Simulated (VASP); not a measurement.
The system is Te4Mo3.

```
Te Mo
1.0
     5.08950    2.93842    3.89133
    -5.08950    2.93842    3.89133
     0.00000   -5.87685    3.89133
Te Mo
8 6
Direct
  0.29112 0.29112 0.29112
  0.70888 0.70888 0.70888
  0.87742 0.61856 0.24499
  0.24499 0.87742 0.61856
  0.61856 0.24499 0.87742
  0.12258 0.38144 0.75501
  0.75501 0.12258 0.38144
  0.38144 0.75501 0.12258
  0.95521 0.25991 0.08152
  0.08152 0.95521 0.25991
  0.25991 0.08152 0.95521
  0.04479 0.74009 0.91848
  0.91848 0.04479 0.74009
  0.74009 0.91848 0.04479
```

* Program: VASP 6.6.1
* Task: relaxation of cell and atoms
* Functional: PBEsol
* Potentials or basis: VASP PAW PBE potentials, release 64 (Te, Mo_sv)
* Cutoff: 600 eV
* k mesh: 5 × 5 × 5
* Occupations: methfessel-paxton, width 0.1 eV
* Spin: no spin polarisation

At the start: pressure -1.2 GPa; volume 24.94 Å³/atom.

Task: Where does the relaxation end?

Result: Over 30 steps the energy falls by 2.2 meV/atom and the volume is 24.72 Å³/atom (-0.9 %); space group R-3 (No. 148, to 0.1 Å) before and after.

Step by step:
| step | energy change (eV) | largest force (eV/Å) | pressure (GPa) | volume (Å³) |
| --- | --- | --- | --- | --- |
| 1 | 0.0000 | 0.3609 | -1.23 | 349.17 |
| 2 | 0.0427 | 0.3844 | 2.79 | 339.56 |
| 3 | -0.0221 | 0.1275 | 0.19 | 345.56 |
| 4 | -0.0274 | 0.0509 | 0.03 | 346.18 |
| 5 | -0.0277 | 0.0487 | -0.01 | 346.35 |
| 6 | -0.0283 | 0.0197 | -0.03 | 346.39 |
| 7 | -0.0283 | 0.0152 | -0.04 | 346.39 |
| 8 | -0.0286 | 0.0166 | 0.03 | 346.14 |
| 9 | -0.0287 | 0.0317 | 0.13 | 345.73 |
| 10 | -0.0288 | 0.0304 | 0.13 | 345.72 |
| 11 | -0.0290 | 0.0273 | 0.10 | 345.71 |
| 12 | -0.0293 | 0.0261 | 0.05 | 345.69 |
| 13 | -0.0292 | 0.0512 | -0.04 | 345.65 |
| 14 | -0.0293 | 0.0359 | 0.01 | 345.67 |
| 15 | -0.0295 | 0.0331 | 0.00 | 345.69 |
| 16 | -0.0298 | 0.0350 | -0.02 | 345.74 |
| 17 | -0.0299 | 0.0552 | -0.05 | 345.85 |
| 18 | -0.0300 | 0.0491 | -0.05 | 345.82 |
| 19 | -0.0302 | 0.0392 | 0.00 | 345.75 |
| 20 | -0.0304 | 0.0280 | 0.11 | 345.56 |
| 21 | -0.0306 | 0.0187 | 0.08 | 345.73 |
| 22 | -0.0307 | 0.0173 | 0.01 | 346.02 |
| 23 | -0.0307 | 0.0169 | 0.00 | 346.01 |
| 24 | -0.0307 | 0.0148 | 0.04 | 345.87 |
| 25 | -0.0307 | 0.0161 | 0.02 | 345.98 |
| 26 | -0.0307 | 0.0166 | 0.02 | 346.00 |
| 27 | -0.0308 | 0.0119 | 0.01 | 346.05 |
| 28 | -0.0308 | 0.0115 | -0.05 | 346.15 |
| 29 | -0.0308 | 0.0104 | -0.05 | 346.12 |
| 30 | -0.0308 | 0.0093 | -0.04 | 346.10 |

Final structure:
```cif
data_structure
_symmetry_space_group_name_H-M 'P 1'
_symmetry_Int_Tables_number 1
_cell_length_a 7.0255
_cell_length_b 7.0255
_cell_length_c 7.0255
_cell_angle_alpha 92.017
_cell_angle_beta 92.017
_cell_angle_gamma 92.017
_cell_volume 346.10
loop_
_atom_site_label
_atom_site_type_symbol
_atom_site_fract_x
_atom_site_fract_y
_atom_site_fract_z
_atom_site_occupancy
Te1 Te 0.28942 0.28942 0.28942 1
Te2 Te 0.71058 0.71058 0.71058 1
Te3 Te 0.87899 0.61775 0.24788 1
Te4 Te 0.24788 0.87899 0.61775 1
Te5 Te 0.61775 0.24788 0.87899 1
Te6 Te 0.12101 0.38225 0.75212 1
Te7 Te 0.75212 0.12101 0.38225 1
Te8 Te 0.38225 0.75212 0.12101 1
Mo1 Mo 0.95418 0.25784 0.08054 1
Mo2 Mo 0.08054 0.95418 0.25784 1
Mo3 Mo 0.25784 0.08054 0.95418 1
Mo4 Mo 0.04582 0.74216 0.91946 1
Mo5 Mo 0.91946 0.04582 0.74216 1
Mo6 Mo 0.74216 0.91946 0.04582 1
```

Caveat: the PAW data sets were made with another functional, which shifts forces and pressure a little.
